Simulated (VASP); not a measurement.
# CdS (I-4m2) in VASP: further runs, part 2 of 2

VASP 6.6.1. The steps go on from the part before.

### Step 3. Dielectric tensor, r2SCAN (epitaxial xy strain -1.0%)

INCAR

```
SYSTEM = CdS
PREC = Accurate
ENCUT = 520
EDIFF = 1E-8
ISMEAR = 0
SIGMA = 0.01
LREAL = .False.
LASPH = .True.
NELM = 60
ALGO = Normal
ISIF = 2
LWAVE = .False.
LCHARG = .False.
METAGGA = R2SCAN
LMIXTAU = .True.
LCALCEPS = .True.
```

KPOINTS

```
Automatic mesh
0
Gamma
  6 6 6
  0 0 0
```

POSCAR

```
CdS
1.0
    0.0000000000      2.9098226946      2.9816746225
    2.9098226946      0.0000000000      2.9816746225
    2.9098226946      2.9098226946      0.0000000000
Cd S
1 1
Direct
    0.0000000000      0.0000000000      0.0000000000
    0.2500000000      0.2500000000      0.2500000000
```

Potentials or basis: VASP PAW PBE potentials, release 64 (Cd, S).

Run with:

```
$ cat potpaw_PBE.64/Cd/POTCAR potpaw_PBE.64/S/POTCAR > POTCAR
$ mpirun -np 1 vasp_std > vasp.out
```

OUTCAR:

```text
SYSTEM = CdS
   PREC = Accurate
   ENCUT = 520
   EDIFF = 1E-8
   ISMEAR = 0
   LREAL = .False.
   LASPH = .True.
   NELM = 60
   ISIF = 2
   METAGGA = R2SCAN

 ion  position               nearest neighbor table
   1  0.000  0.000  0.000-   2 2.54   2 2.54   2 2.54   2 2.54
   2  0.250  0.250  0.250-   1 2.54   1 2.54   1 2.54   1 2.54

  LATTYP: Found a body centered tetragonal cell.
 ALAT       =     4.1151107188
 C/A-ratio  =     1.4491345805

  Lattice vectors:

 A1 = (  -2.9098226946,   0.0000000000,   2.9816746225)
 A2 = (   2.9098226946,   0.0000000000,   2.9816746225)
 A3 = (   0.0000000000,   2.9098226946,  -2.9816746225)

Analysis of symmetry for initial positions (statically):
=====================================================================
 Subroutine PRICEL returns:
 Original cell was already a primitive cell.

 Routine SETGRP: Setting up the symmetry group for a
 body centered tetragonal supercell.

 Subroutine GETGRP returns: Found  8 space group operations
 (whereof  8 operations were pure point group operations)
 out of a pool of 16 trial point group operations.

The static configuration has the point symmetry D_2d.

Analysis of symmetry for dynamics (positions and initial velocities):
=====================================================================
 Subroutine PRICEL returns:
 Original cell was already a primitive cell.

 Routine SETGRP: Setting up the symmetry group for a
 body centered tetragonal supercell.

 Subroutine GETGRP returns: Found  8 space group operations
 (whereof  8 operations were pure point group operations)
 out of a pool of 16 trial point group operations.

The dynamic configuration has the point symmetry D_2d.
[... 530 lines left out ...]
      6      -6.0838      2.00000
      7      -2.7995      2.00000
      8      -1.2043      2.00000
      9      -0.7306      2.00000
     10   10000.0000      0.00000
     11   10000.0000      0.00000
     12   10000.0000      0.00000
     13   10000.0000      0.00000

 [... further k-points ...]

------------------------ aborting loop because EDIFF is reached ----------------------------------------

            Ionic dipole moment: p[ion]=(     8.72947     8.72947     8.94502 ) |e| Angst

 Total electronic dipole moment: p[elc]=(     0.00679     0.00679     0.01935 ) |e| Angst

 MACROSCOPIC STATIC DIELECTRIC TENSOR (including local field effects)
 ------------------------------------------------------
           5.366179     0.000000     0.000000
           0.000000     5.366179     0.000000
          -0.000000    -0.000000     5.443072
 ------------------------------------------------------

 PIEZOELECTRIC TENSOR (including local field effects) (e Angst)
          XX          YY          ZZ          XY          YZ          ZX
  --------------------------------------------------------------------------------
  x    -0.00000     0.00000    -0.00000     0.00000    -1.91691     0.00000
  y     0.00000    -0.00000    -0.00000     0.00000     0.00000    -1.91691
  z     0.00000     0.00000     0.00000    -1.86375     0.00000     0.00000

 PIEZOELECTRIC TENSOR (including local field effects) (C/m^2)
          XX          YY          ZZ          XY          YZ          ZX
  --------------------------------------------------------------------------------
  x    -0.00000     0.00000    -0.00000     0.00000    -0.60826     0.00000
  y     0.00000    -0.00000    -0.00000     0.00000     0.00000    -0.60826
  z     0.00000     0.00000     0.00000    -0.59139     0.00000     0.00000

 BORN EFFECTIVE CHARGES (including local field effects) (in |e|, cummulative output)
 ---------------------------------------------------------------------------------
 ion    1
    1     2.16831     0.00000     0.00000
    2     0.00000     2.16831     0.00000
    3     0.00000     0.00000     2.21656
 ion    2
    1    -2.16831     0.00000     0.00000
    2    -0.00000    -2.16831     0.00000
    3     0.00000     0.00000    -2.21656

  FORCE on cell =-STRESS in cart. coord.  units (eV):
  Direction    XX          YY          ZZ          XY          YZ          ZX
  --------------------------------------------------------------------------------------
  -------------------------------------------------------------------------------------
  Total        0.2495783      0.2495783      0.1032578      0.0000000      0.0000000      0.0000000
  in kB        7.9194327      7.9194327      3.2764986      0.0000000      0.0000000      0.0000000
  external PRESSURE =       6.3717880 kB  Pullay stress =       0.0000000 kB

 VOLUME and BASIS-vectors are now :
 -----------------------------------------------------------------------------
  energy-cutoff  :      520.00
  volume of cell :       50.49
      direct lattice vectors                 reciprocal lattice vectors
     0.000000000  2.909822695  2.981674622    -0.171831775  0.171831775  0.167691000
     2.909822695  0.000000000  2.981674622     0.171831775 -0.171831775  0.167691000
     2.909822695  2.909822695  0.000000000     0.171831775  0.171831775 -0.167691000

 POSITION                                       TOTAL-FORCE (eV/Angst)
 -----------------------------------------------------------------------------------
      0.00000      0.00000      0.00000         0.000000      0.000000     -0.000000
      1.45491      1.45491      1.49084        -0.000000     -0.000000      0.000000
 -----------------------------------------------------------------------------------
    total drift:                               -0.000003     -0.000003     -0.000008

  FREE ENERGIE OF THE ION-ELECTRON SYSTEM (eV)
  ---------------------------------------------------
  free  energy   TOTEN  =       -29.6824106737 eV

  energy  without entropy=      -29.6824106737  energy(sigma->0) =      -29.68241067
```

OSZICAR:

```text
N       E                     dE             d eps       ncg     rms          rms(c)
DAV:   1     0.806492364090E+02    0.80649E+02   -0.93882E+03   820   0.129E+03
DAV:   2    -0.300056925244E+02   -0.11065E+03   -0.10644E+03   905   0.294E+02
[... 13 lines left out ...]
DMP:  10    -0.296824104760E+02   -0.12975E-06   -0.11396E-06   884   0.199E-06   0.166E-06
DMP:  11    -0.296824105593E+02   -0.83321E-07   -0.74148E-07   884   0.118E-06   0.131E-06
DMP:  12    -0.296824106148E+02   -0.55511E-07   -0.42777E-07   884   0.597E-07   0.909E-07
DMP:  13    -0.296824106467E+02   -0.31868E-07   -0.22927E-07   884   0.308E-07   0.511E-07
DMP:  14    -0.296824106639E+02   -0.17206E-07   -0.12731E-07   884   0.171E-07   0.283E-07
DMP:  15    -0.296824106737E+02   -0.97893E-08   -0.72510E-08   884   0.948E-08   0.166E-07
   1 F= -.29682411E+02 E0= -.29682411E+02  d E =-.134227E-11
```

stdout:

```text
POSCAR found type information on POSCAR CdS
 POSCAR found :  2 types and       2 ions
 scaLAPACK will be used
 -----------------------------------------------------------------------------
|                                                                             |
[... 110 lines left out ...]
 p_tot=(  0.874E+01  0.875E+01  0.895E+01 )
dp_tot=(  0.619E-05  0.122E-01  0.651E-05 )  diag[e(oo)]=(    ---    5.35496    ---   )
 p_tot=(  0.874E+01  0.875E+01  0.895E+01 )
dp_tot=(  0.615E-05  0.122E-01  0.650E-05 )  diag[e(oo)]=(    ---    5.36301    ---   )
 p_tot=(  0.874E+01  0.875E+01  0.895E+01 )
dp_tot=(  0.608E-05  0.122E-01  0.649E-05 )  diag[e(oo)]=(    ---    5.36584    ---   )
 p_tot=(  0.874E+01  0.875E+01  0.895E+01 )
dp_tot=(  0.604E-05  0.122E-01  0.648E-05 )  diag[
```

Wall time 44 min (1 thread of Intel Xeon 8259CL, shared host); peak memory 0.44 GiB.

Results:

```yaml
Band_gap_on_the_k_mesh: 1.52 eV
Electronic_dielectric_tensor_diagonal: 5.37, 5.37, 5.44
Born_charges_mean_of_the_diagonal: Cd +2.18; S -2.18 e
```

Electronic dielectric tensor:
```
5.37 0.00 0.00
0.00 5.37 0.00
0.00 0.00 5.44
```

Born effective charge tensors (e):
atom 1, Cd
```
2.17 0.00 0.00
0.00 2.17 0.00
0.00 0.00 2.22
```
atom 2, S
```
-2.17  0.00  0.00
 0.00 -2.17  0.00
 0.00  0.00 -2.22
```

Dipole moments of the cell (e·Å, modulo the quantum): ionic 8.729, 8.729, 8.945; electronic 0.007, 0.007, 0.019

Caveat: the cell differs from its parent crystal (epitaxial xy strain -1.0%); the structure was generated, so it needn't be the stable form of CdS; the PAW data sets were made with another functional, which shifts forces and pressure a little.

### Step 4. Dielectric tensor, r2SCAN (epitaxial xy strain +1.0%)

INCAR

```
SYSTEM = CdS
ALGO = Normal
EDIFF = 1E-8
ENCUT = 520
ISIF = 2
ISMEAR = 0
LASPH = .TRUE.
LCALCEPS = .TRUE.
LCHARG = .FALSE.
LMIXTAU = .TRUE.
LREAL = .FALSE.
LWAVE = .FALSE.
METAGGA = R2SCAN
NELM = 60
PREC = Accurate
SIGMA = 0.01
```

KPOINTS

```
k-points
0
G
  6 6 6
  0 0 0
```

POSCAR

```
CdS
1.0
    0.0000000000      2.9686069915      2.8940821448
    2.9686069915      0.0000000000      2.8940821448
    2.9686069915      2.9686069915      0.0000000000
Cd S
1 1
Direct
    0.0000000000      0.0000000000      0.0000000000
    0.2500000000      0.2500000000      0.2500000000
```

Potentials or basis: VASP PAW PBE potentials, release 64 (Cd, S).

Run with:

```
$ cat potpaw_PBE.64/Cd/POTCAR potpaw_PBE.64/S/POTCAR > POTCAR
$ mpirun -np 1 vasp_std > vasp.out
```

OUTCAR:

```text
SYSTEM = CdS
   EDIFF = 1E-8
   ENCUT = 520
   ISIF = 2
   ISMEAR = 0
   LASPH = .TRUE.
   LREAL = .FALSE.
   METAGGA = R2SCAN
   NELM = 60
   PREC = Accurate

 ion  position               nearest neighbor table
   1  0.000  0.000  0.000-   2 2.55   2 2.55   2 2.55   2 2.55
   2  0.250  0.250  0.250-   1 2.55   1 2.55   1 2.55   1 2.55

  LATTYP: Found a body centered tetragonal cell.
 ALAT       =     4.1982442687
 C/A-ratio  =     1.3787106988

  Lattice vectors:

 A1 = (   0.0000000000,  -2.9686069915,  -2.8940821448)
 A2 = (   0.0000000000,   2.9686069915,  -2.8940821448)
 A3 = (   2.9686069915,   0.0000000000,   2.8940821448)

Analysis of symmetry for initial positions (statically):
=====================================================================
 Subroutine PRICEL returns:
 Original cell was already a primitive cell.

 Routine SETGRP: Setting up the symmetry group for a
 body centered tetragonal supercell.

 Subroutine GETGRP returns: Found  8 space group operations
 (whereof  8 operations were pure point group operations)
 out of a pool of 16 trial point group operations.

The static configuration has the point symmetry D_2d.

Analysis of symmetry for dynamics (positions and initial velocities):
=====================================================================
 Subroutine PRICEL returns:
 Original cell was already a primitive cell.

 Routine SETGRP: Setting up the symmetry group for a
 body centered tetragonal supercell.

 Subroutine GETGRP returns: Found  8 space group operations
 (whereof  8 operations were pure point group operations)
 out of a pool of 16 trial point group operations.

The dynamic configuration has the point symmetry D_2d.

 Subroutine INISYM returns: Found  8 space group operations
 (whereof  8 operations are pure point group operations),
 and found     1 'primitive' translations

----------------------------------------------------------------------------------------

                                     Primitive cell

  volume of cell :      51.0089

  direct lattice vectors                    reciprocal lattice vectors
     0.000000000  2.968606992  2.894082145    -0.168429166  0.168429166  0.172766347
     2.968606992  0.000000000  2.894082145     0.168429166 -0.168429166  0.172766347
     2.968606992  2.968606992  0.000000000     0.168429166  0.168429166 -0.172766347

  length of vectors
     4.145882166  4.145882166  4.198244269     0.294253256  0.294253256  0.294253256

  position of ions in fractional coordinates (direct lattice)
     0.000000000  0.000000000  0.000000000
     0.250000000  0.250000000  0.250000000

  ion indices of the primitive-cell ions
   primitive index   ion index
                 1           1
                 2           2

----------------------------------------------------------------------------------------

 KPOINTS: k-points

Automatic generation of k-mesh.
 Grid dimensions read from file:
 generate k-points for:    6    6    6

 Generating k-lattice:

  Cartesian coordinates                     Fractional coordinates (reciprocal lattice)
    -0.028071528  0.028071528  0.028794391     0.166666667  0.000000000  0.000000000
     0.028071528 -0.028071528  0.028794391     0.000000000  0.166666667  0.000000000
[... 83 lines left out ...]
   METAGGA = R2SCAN    functional components
   LHFCALC =     F    Hartree Fock is set to
   AEXX    =    0.0000 exact exchange contribution
   IVDW    =     0    specifies the selected vdW correction
   LEPSILON=     F    determine dielectric tensor
   LRPA    =     F    only Hartree local field effects (RPA)
   LRPA       =     F
 non-spin polarized calculation
 Gauss-broadening in eV      SIGMA  =   0.01
  energy-cutoff  :      520.00
  volume of cell :       51.01
 maximum number of plane-waves:      1395
   NGX = 15   NGY = 15   NGZ = 15

 number of electron      18.0000004 magnetization

 Free energy of the ion-electron system (eV)
  ---------------------------------------------------
  ext. energy  EPLUGINS =         0.00000000
  ---------------------------------------------------
  free energy    TOTEN  =       -29.68352215 eV

  energy without entropy =      -29.68352215  energy(sigma->0) =      -29.68352215

 E-fermi :   0.9439     XC(G=0):  -9.5972

 val. band max:        0.8644625927   @ k =   0.0000   0.0000   0.0000
 cond. band min:   10000.0000000000   @ k =   0.0000   0.0000   0.0000
 fundamental gap:   9999.1355374073
 Fermi energy:         0.9438853422

 k-point     1 :       0.0000    0.0000    0.0000
  band No.  band energies     occupation
      1     -11.8857      2.00000
      2      -7.0604      2.00000
      3      -7.0594      2.00000
      4      -7.0453      2.00000
      5      -6.5858      2.00000
      6      -6.5781      2.00000
      7       0.7917      2.00000
      8       0.7922      2.00000
      9       0.8645      2.00000
     10   10000.0000      0.00000
     11   10000.0000      0.00000
     12   10000.0000      0.00000
     13   10000.0000      0.00000
[... 354 lines left out ...]
  band No.  band energies     occupation
      1     -11.3924      2.00000
      2      -6.8424      2.00000
      3      -6.7667      2.00000
      4      -6.7050      2.00000
      5      -6.5224      2.00000
      6      -6.1829      2.00000
      7      -2.9062      2.00000
      8      -1.2322      2.00000
      9      -0.7223      2.00000
     10   10000.0000      0.00000
     11   10000.0000      0.00000
     12   10000.0000      0.00000
     13   10000.0000      0.00000

 [... further k-points ...]

------------------------ aborting loop because EDIFF is reached ----------------------------------------

            Ionic dipole moment: p[ion]=(     8.90582     8.90582     8.68225 ) |e| Angst

 Total electronic dipole moment: p[elc]=(     0.00736     0.00736     0.01943 ) |e| Angst

 MACROSCOPIC STATIC DIELECTRIC TENSOR (including local field effects)
 ------------------------------------------------------
           5.424491     0.000000     0.000000
           0.000000     5.424491     0.000000
          -0.000000    -0.000000     5.347714
 ------------------------------------------------------

 PIEZOELECTRIC TENSOR (including local field effects) (e Angst)
          XX          YY          ZZ          XY          YZ          ZX
  --------------------------------------------------------------------------------
  x     0.00000     0.00000    -0.00000    -0.00000    -1.90140    -0.00000
  y     0.00000     0.00000    -0.00000     0.00000     0.00000    -1.90140
  z     0.00000     0.00000     0.00000    -1.97968     0.00000     0.00000

 PIEZOELECTRIC TENSOR (including local field effects) (C/m^2)
          XX          YY          ZZ          XY          YZ          ZX
  --------------------------------------------------------------------------------
  x     0.00000     0.00000    -0.00000    -0.00000    -0.59722    -0.00000
  y     0.00000     0.00000    -0.00000     0.00000     0.00000    -0.59722
  z     0.00000     0.00000     0.00000    -0.62181     0.00000     0.00000

 BORN EFFECTIVE CHARGES (including local field effects) (in |e|, cummulative output)
 ---------------------------------------------------------------------------------
 ion    1
    1     2.21518    -0.00000     0.00000
    2    -0.00000     2.21518     0.00000
    3     0.00000     0.00000     2.16060
 ion    2
    1    -2.21518    -0.00000     0.00000
    2     0.00000    -2.21518     0.00000
    3     0.00000     0.00000    -2.16060

  FORCE on cell =-STRESS in cart. coord.  units (eV):
  Direction    XX          YY          ZZ          XY          YZ          ZX
  --------------------------------------------------------------------------------------
  -------------------------------------------------------------------------------------
  Total       -0.0457228     -0.0457228      0.0946567      0.0000000     -0.0000000      0.0000000
  in kB       -1.4361397     -1.4361397      2.9731425      0.0000000     -0.0000000      0.0000000
  external PRESSURE =       0.0336210 kB  Pullay stress =       0.0000000 kB

 VOLUME and BASIS-vectors are now :
 -----------------------------------------------------------------------------
  energy-cutoff  :      520.00
  volume of cell :       51.01
      direct lattice vectors                 reciprocal lattice vectors
     0.000000000  2.968606992  2.894082145    -0.168429166  0.168429166  0.172766347
     2.968606992  0.000000000  2.894082145     0.168429166 -0.168429166  0.172766347
     2.968606992  2.968606992  0.000000000     0.168429166  0.168429166 -0.172766347

 POSITION                                       TOTAL-FORCE (eV/Angst)
 -----------------------------------------------------------------------------------
      0.00000      0.00000      0.00000         0.000000      0.000000      0.000000
      1.48430      1.48430      1.44704        -0.000000     -0.000000     -0.000000
 -----------------------------------------------------------------------------------
    total drift:                               -0.000006     -0.000006     -0.000001

  FREE ENERGIE OF THE ION-ELECTRON SYSTEM (eV)
  ---------------------------------------------------
  free  energy   TOTEN  =       -29.6835221532 eV

  energy  without entropy=      -29.6835221532  energy(sigma->0) =      -29.68352215
```

OSZICAR:

```text
N       E                     dE             d eps       ncg     rms          rms(c)
DAV:   1     0.820002934953E+02    0.82000E+02   -0.91923E+03   796   0.128E+03
DAV:   2    -0.299116627245E+02   -0.11191E+03   -0.10703E+03   890   0.299E+02
[... 13 lines left out ...]
DMP:  11    -0.296835219976E+02   -0.10135E-06   -0.87448E-07   884   0.130E-06   0.171E-06
DMP:  12    -0.296835220655E+02   -0.67879E-07   -0.52277E-07   884   0.689E-07   0.119E-06
DMP:  13    -0.296835221062E+02   -0.40676E-07   -0.29902E-07   884   0.376E-07   0.715E-07
DMP:  14    -0.296835221299E+02   -0.23781E-07   -0.17734E-07   884   0.219E-07   0.432E-07
DMP:  15    -0.296835221443E+02   -0.14381E-07   -0.10764E-07   884   0.128E-07   0.272E-07
DMP:  16    -0.296835221532E+02   -0.88985E-08   -0.66064E-08   884   0.755E-08   0.173E-07
   1 F= -.29683522E+02 E0= -.29683522E+02  d E =-.105146E-31
```

Wall time 45 min (1 thread of Intel Xeon 8259CL, shared host); peak memory 0.45 GiB.

Results:

| Quantity | Value |
| --- | --- |
| Band gap on the k mesh | 1.48 eV |
| Electronic dielectric tensor (diagonal) | 5.42, 5.42, 5.35 |
| Born charges (mean of the diagonal) | Cd +2.20; S -2.20 e |

Electronic dielectric tensor:
```
5.42 0.00 0.00
0.00 5.42 0.00
0.00 0.00 5.35
```

Born effective charge tensors (e):
atom 1, Cd
```
2.22 0.00 0.00
0.00 2.22 0.00
0.00 0.00 2.16
```
atom 2, S
```
-2.22  0.00  0.00
 0.00 -2.22  0.00
 0.00  0.00 -2.16
```

Dipole moments of the cell (e·Å, modulo the quantum): ionic 8.906, 8.906, 8.682; electronic 0.007, 0.007, 0.019

Caveat: the cell differs from its parent crystal (epitaxial xy strain +1.0%); the structure was generated, so it needn't be the stable form of CdS; the PAW data sets were made with another functional, which shifts forces and pressure a little.

### Step 5. Overview

```csv
cell,gap on the mesh (eV)
"a = 4.176, b = 4.176, c = 4.074 Å, angles 60.8, 60.8, 58.4°, 2 atoms",1.51
"a = 4.166, b = 4.166, c = 4.115 Å, angles 60.4, 60.4, 59.2°, 2 atoms",1.52
"a = 4.146, b = 4.146, c = 4.198 Å, angles 59.6, 59.6, 60.8°, 2 atoms",1.48
```

Alike in all rows: task dielectric tensor; level r2SCAN; potentials or basis VASP PAW PBE potentials, release 64 (Cd, S); no spin polarisation; k mesh 6 × 6 × 6; cutoff (eV) 520; smearing gaussian 0.01 eV.

Caveats: the structure was generated, so it needn't be the stable form of CdS; the PAW data sets were made with another functional, which shifts forces and pressure a little.

Absolute energies hang on the potentials; compare differences alone.

The gap in the log of VASP goes by the Fermi energy; the results here count the filled bands.